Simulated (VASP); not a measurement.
# CuO in VASP: single point with PBE+D3(BJ)

Aim: the single point of CuO with PBE+D3(BJ).

Program: VASP 6.6.1. These are calculated values, not measurements. Logs are shortened: lines on timing, memory, paths and dates and some standing lists are left out, and cuts for length are marked.

## (1) The cell of the first run

The typed cell holds 4 atoms: a = 2.911 Å, b = 2.911 Å, c = 5.144 Å, α = 90.00°, β = 90.00°, γ = 89.97°.

## (2) Single point, PBE+D3(BJ)

The input, INCAR:

```
SYSTEM = CuO
PREC = Accurate
ENCUT = 520
EDIFF = 1E-6
ISMEAR = 0
SIGMA = 0.1
LREAL = .FALSE.
LASPH = .TRUE.
NELM = 60
ALGO = Normal
ISIF = 2
LWAVE = .FALSE.
LCHARG = .TRUE.
GGA = PE
IVDW = 12
LELF = .TRUE.
LVHAR = .TRUE.
NBANDS = 25
```

The input, KPOINTS:

```
regular mesh
0
G
  14 14 8
  0 0 0
```

The input, POSCAR:

```
CuO
1.0
    2.0525292936     -2.0576245782      0.1608830587
    2.0525292936      2.0576245782      0.1608830587
   -0.4025072186      0.0000000000      5.1281363489
Cu O
2 2
Direct
    0.0000000000      0.5000000000      0.0000000000
    0.5000000000      0.0000000000      0.5000000000
    0.5000309145      0.4999690855      0.2500000000
    0.4999690855      0.5000309145      0.7500000000
```

Potentials or basis: VASP PAW PBE potentials, release 64 (Cu, O).

Run with:

```
$ cat potpaw_PBE.64/Cu/POTCAR potpaw_PBE.64/O/POTCAR > POTCAR
$ mpirun -np 1 vasp_std > vasp.out
```

OUTCAR:

```text
SYSTEM = CuO
   PREC = Accurate
   ENCUT = 520
   EDIFF = 1E-6
   ISMEAR = 0
   LREAL = .FALSE.
   LASPH = .TRUE.
   NELM = 60
   ISIF = 2
   GGA = PE
   IVDW = 12
 IVDW          = 12

 ion  position               nearest neighbor table
   1  0.000  0.500  0.000-   3 1.94   4 1.94   4 1.94   3 1.94
   2  0.500  0.000  0.500-   4 1.94   3 1.94   4 1.94   3 1.94
   3  0.500  0.500  0.250-   2 1.94   1 1.94   2 1.94   1 1.94
   4  0.500  0.500  0.750-   1 1.94   2 1.94   2 1.94   1 1.94

  LATTYP: Found a base centered monoclinic cell.
 ALAT       =     4.1176497470
 B/A-ratio  =     0.9994169998
 C/A-ratio  =     1.2492341016
 COS(beta)  =    -0.0001064733

  Lattice vectors:

 A1 = (   2.0525292936,  -2.0576245782,   0.1608830587)
 A2 = (   2.0525292936,   2.0576245782,   0.1608830587)
 A3 = (  -0.4025072186,   0.0000000000,   5.1281363489)

Analysis of symmetry for initial positions (statically):
=====================================================================
 Subroutine PRICEL returns:
 Original cell was already a primitive cell.

 Routine SETGRP: Setting up the symmetry group for a
 base centered monoclinic supercell.

 Subroutine GETGRP returns: Found  4 space group operations
 (whereof  2 operations were pure point group operations)
 out of a pool of  4 trial point group operations.

The static configuration has the point symmetry S_2 .
 The point group associated with its full space group is C_2h.

Analysis of symmetry for dynamics (positions and initial velocities):
=====================================================================
 Subroutine PRICEL returns:
 Original cell was already a primitive cell.

 Routine SETGRP: Setting up the symmetry group for a
 base centered monoclinic supercell.

 Subroutine GETGRP returns: Found  4 space group operations
 (whereof  2 operations were pure point group operations)
 out of a pool of  4 trial point group operations.

The dynamic configuration has the point symmetry S_2 .
 The point group associated with its full space group is C_2h.

 Subroutine INISYM returns: Found  4 space group operations
 (whereof  2 operations are pure point group operations),
 and found     1 'primitive' translations

----------------------------------------------------------------------------------------

                                     Primitive cell

  volume of cell :      43.5822

  direct lattice vectors                    reciprocal lattice vectors
     2.052529294 -2.057624578  0.160883059     0.242112343 -0.242998653  0.019003388
     2.052529294  2.057624578  0.160883059     0.242112343  0.242998653  0.019003388
    -0.402507219  0.000000000  5.128136349    -0.015191396  0.000000000  0.193810243

  length of vectors
     2.910769445  2.910769445  5.143908482     0.343551831  0.343551831  0.194404704

  position of ions in fractional coordinates (direct lattice)
     0.000000000  0.500000000  1.000000000
     0.500000000  0.000000000  0.500000000
     0.500030915  0.499969085  0.250000000
     0.499969085  0.500030915  0.750000000

  ion indices of the primitive-cell ions
   primitive index   ion index
                 1           1
                 2           2
                 3           3
                 4           4

----------------------------------------------------------------------------------------

 KPOINTS: regular mesh

Automatic generation of k-mesh.
 Grid dimensions read from file:
 generate k-points for:   14   14    8

 Generating k-lattice:

  Cartesian coordinates                     Fractional coordinates (reciprocal lattice)
     0.017293739 -0.017357047  0.001357385     0.071428571  0.000000000  0.000000000
     0.017293739  0.017357047  0.001357385     0.000000000  0.071428571  0.000000000
    -0.001898924  0.000000000  0.024226280    -0.000000000 -0.000000000  0.125000000

  Length of vectors
     0.024539417  0.024539417  0.024300588

  Shift w.r.t. Gamma in fractional coordinates (k-lattice)
     0.000000000  0.000000000  0.000000000

 Subroutine IBZKPT returns following result:
 ===========================================

 Found    429 irreducible k-points:

 Following reciprocal coordinates:
            Coordinates               Weight
  0.000000  0.000000  0.000000      1.000000
  0.071429 -0.000000 -0.000000      4.000000
  0.142857 -0.000000 -0.000000      4.000000
  0.214286 -0.000000 -0.000000      4.000000
  0.285714 -0.000000 -0.000000      4.000000
  0.357143  0.000000  0.000000      4.000000
[... 16 lines left out ...]
  0.214286  0.142857 -0.000000      4.000000
  0.285714  0.142857  0.000000      4.000000
 [... further k-points ...]
   k-points           NKPTS =    429   k-points in BZ     NKDIM =    429   number of bands    NBANDS=     25
   number of dos      NEDOS =    301   number of ions     NIONS =      4
   total plane-waves  NPLWV =  23040
   dimension x,y,z NGX =    24 NGY =   24 NGZ =   40
   dimension x,y,z NGXF=    48 NGYF=   48 NGZF=   80
   ions per type =               2   2
   NGX,Y,Z   is equivalent  to a cutoff of  13.71, 13.71, 12.93 a.u.
   NGXF,Y,Z  is equivalent  to a cutoff of  27.41, 27.41, 25.86 a.u.
 SYSTEM =  CuO
   PREC   = accura    normal or accurate (medium, high low for compatibility)
   ISTART =      0    job   : 0-new  1-cont  2-samecut
   ICHARG =      2    charge: 1-file 2-atom 10-const
   ISPIN  =      1    spin polarized calculation?
   LNONCOLLINEAR =      F non collinear calculations
   LSORBIT =      F    spin-orbit coupling
   LASPH  =      T    aspherical Exc in radial PAW
   ENCUT  =  520.0 eV  38.22 Ry    6.18 a.u.   5.41  5.41  9.56*2*pi/ulx,y,z
   NELM   =     60;   NELMIN=  2; NELMDL= -5     # of ELM steps
   EDIFF  = 0.1E-05   stopping-criterion for ELM
   LREAL  =      F    real-space projection
[... 7 lines left out ...]
   TEBEG  =    0.0;   TEEND  =   0.0 temperature during run
   PSTRESS=    0.0 pullay stress
   NELECT =      34.0000    total number of electrons
   NUPDOWN=      -1.0000    fix difference up-down
   EMIN   =  10.00;   EMAX   =-10.00  energy-range for DOS
   EFERMI =   0.00;   METHOD = LEGACY
   ISMEAR =     0;   SIGMA  =   0.10  broadening in eV -4-tet -1-fermi 0-gaus
   EFERMI_NEDOS =   21; number of points for ismear=-14 and -15
   IALGO  =     38    algorithm
   IMIX   =      4    mixing-type and parameters
     AMIX     =   0.40;   BMIX     =  1.00
     AMIX_MAG =   1.60;   BMIX_MAG =  1.00
  volume/ion in A,a.u.               =      10.90        73.53
  Fermi-wavevector in a.u.,A,eV,Ry     =   1.507063  2.847937 30.902101  2.271240
  Thomas-Fermi vector in A             =   2.617699
   LORBIT       =      0    0 simple, 1 ext, 2 COOP (PROOUT), +10 PAW based schemes
   GGA     = PE    functional components
   LHFCALC =     F    Hartree Fock is set to
   AEXX    =    0.0000 exact exchange contribution
   IVDW    =    12    specifies the selected vdW correction
   LEPSILON=     F    determine dielectric tensor
   LRPA    =     F    only Hartree local field effects (RPA)
 non-spin polarized calculation
 Gauss-broadening in eV      SIGMA  =   0.10
  energy-cutoff  :      520.00
  volume of cell :       43.58
 maximum number of plane-waves:      1199
 NGX is ok and might be reduce to    24
   NGX = 11   NGY = 11   NGZ = 19

 number of electron      33.9999987 magnetization

 Free energy of the ion-electron system (eV)
  ---------------------------------------------------
  ext. energy  EPLUGINS =         0.00000000
  ---------------------------------------------------
  free energy    TOTEN  =       -19.71533386 eV

  energy without entropy =      -19.70242440  energy(sigma->0) =      -19.70887913

 E-fermi :   5.1120     XC(G=0): -11.4128

 val. band max:        5.1108383166   @ k =   0.4286   0.0714   0.1250
 cond. band min:       5.1231168736   @ k =  -0.0714   0.2143   0.1250
 fundamental gap:      0.0122785570
 Fermi energy:         5.1119524155

 k-point     1 :       0.0000    0.0000    0.0000
  band No.  band energies     occupation
      1     -14.8284      2.00000
      2     -13.5036      2.00000
      3      -3.1534      2.00000
      4      -0.4125      2.00000
      5      -0.4113      2.00000
      6       1.2821      2.00000
[... 17 lines left out ...]
     24      19.7418      0.00000
     25      20.0162      0.00000

 k-point     2 :       0.0714   -0.0000   -0.0000
  band No.  band energies     occupation
      1     -14.8004      2.00000
      2     -13.4950      2.00000
      3      -3.1050      2.00000
      4      -0.4411      2.00000
      5      -0.3979      2.00000
      6       0.9816      2.00000
[... 17 lines left out ...]
     24      19.8330      0.00000
     25      20.0533      0.00000

 k-point     3 :       0.1429   -0.0000   -0.0000
  band No.  band energies     occupation
      1     -14.7205      2.00000
      2     -13.4704      2.00000
      3      -2.9662      2.00000
      4      -0.5125      2.00000
      5      -0.3582      2.00000
      6       0.3364      2.00000
[... 17 lines left out ...]
     24      20.0748      0.00000
     25      20.1042      0.00000

 k-point     4 :       0.2143   -0.0000   -0.0000
  band No.  band energies     occupation
      1     -14.6013      2.00000
      2     -13.4345      2.00000
      3      -2.7572      2.00000
      4      -0.5903      2.00000
      5      -0.3880      2.00000
      6      -0.2997      2.00000
[... 17 lines left out ...]
     24      19.9922      0.00000
     25      20.2910      0.00000
[... 477 lines left out ...]
 k-point    22 :       0.1429    0.1429   -0.0000
  band No.  band energies     occupation
      1     -14.6141      2.00000
      2     -13.4387      2.00000
      3      -2.7779      2.00000
      4      -0.4962      2.00000
      5      -0.4107      2.00000
      6       0.2207      2.00000
[... 17 lines left out ...]
     24      18.0437      0.00000
     25      20.3297      0.00000

 k-point    23 :       0.2143    0.1429   -0.0000
  band No.  band energies     occupation
      1     -14.4971      2.00000
      2     -13.4049      2.00000
      3      -2.5673      2.00000
      4      -0.5461      2.00000
      5      -0.3667      2.00000
      6      -0.3597      2.00000
[... 17 lines left out ...]
     24      17.8674      0.00000
     25      20.3692      0.00000

 k-point    24 :       0.2857    0.1429    0.0000
  band No.  band energies     occupation
      1     -14.3621      2.00000
      2     -13.3669      2.00000
      3      -2.3197      2.00000
      4      -1.0056      2.00000
      5      -0.5774      2.00000
      6      -0.3033      2.00000
[... 17 lines left out ...]
     24      18.1764      0.00000
     25      20.0533      0.00000

 [... further k-points ...]

------------------------ aborting loop because EDIFF is reached ----------------------------------------

 Edisp (eV)   -1.05335

 E8    (eV) :    -0.4051

  FORCE on cell =-STRESS in cart. coord.  units (eV):
  Direction    XX          YY          ZZ          XY          YZ          ZX
  --------------------------------------------------------------------------------------
  -------------------------------------------------------------------------------------
  Total       0.16720     0.16817     0.29257     0.00000     0.00000    -0.00974
  in kB       6.14675     6.18232    10.75565     0.00000     0.00000    -0.35791
  external pressure =        7.69 kB  Pullay stress =        0.00 kB

 VOLUME and BASIS-vectors are now :
 -----------------------------------------------------------------------------
  energy-cutoff  :      520.00
  volume of cell :       43.58
      direct lattice vectors                 reciprocal lattice vectors
     2.052529294 -2.057624578  0.160883059     0.242112343 -0.242998653  0.019003388
     2.052529294  2.057624578  0.160883059     0.242112343  0.242998653  0.019003388
    -0.402507219  0.000000000  5.128136349    -0.015191396  0.000000000  0.193810243

 POSITION                                       TOTAL-FORCE (eV/Angst)
 -----------------------------------------------------------------------------------
      1.02626      1.02881      0.08044         0.000000      0.000000      0.000000
      0.82501     -1.02881      2.64451         0.000000      0.000000      0.000000
      1.95190     -0.00013      1.44292        -0.000000      0.000014     -0.000000
      1.75065      0.00013      4.00699         0.000000     -0.000014     -0.000000
 -----------------------------------------------------------------------------------
    total drift:                                0.000000     -0.000000     -0.000000

  FREE ENERGIE OF THE ION-ELECTRON SYSTEM (eV)
  ---------------------------------------------------
  free  energy   TOTEN  =       -20.7686801115 eV

  energy  without entropy=      -20.7557706524  energy(sigma->0) =      -20.76222538
```

Wall time 15 min (1 thread of AMD EPYC 7R13, shared host); peak memory 0.45 GiB.

What came out:

```
Free energy                : -20.7687 eV
Pressure                   : 0.8 GPa
Band gap on the k mesh     : zero (band 17 reaches 5.77 eV, above the bottom of band 18 at 4.60 eV)
Dispersion energy per atom : -0.263 eV
```

Stress tensor (GPa, compression positive):
```
 0.61  0.00 -0.04
 0.00  0.62  0.00
-0.04  0.00  1.08
```

Caveat: semilocal functionals often make such compounds metallic where correlation or magnetic order opens a gap, which also shifts bond lengths; pairwise dispersion overbinds metals, which lowers pressure and volume. With open d or f shells a metallic result of PBE can be an artefact of self-interaction; +U or a hybrid may open a gap.
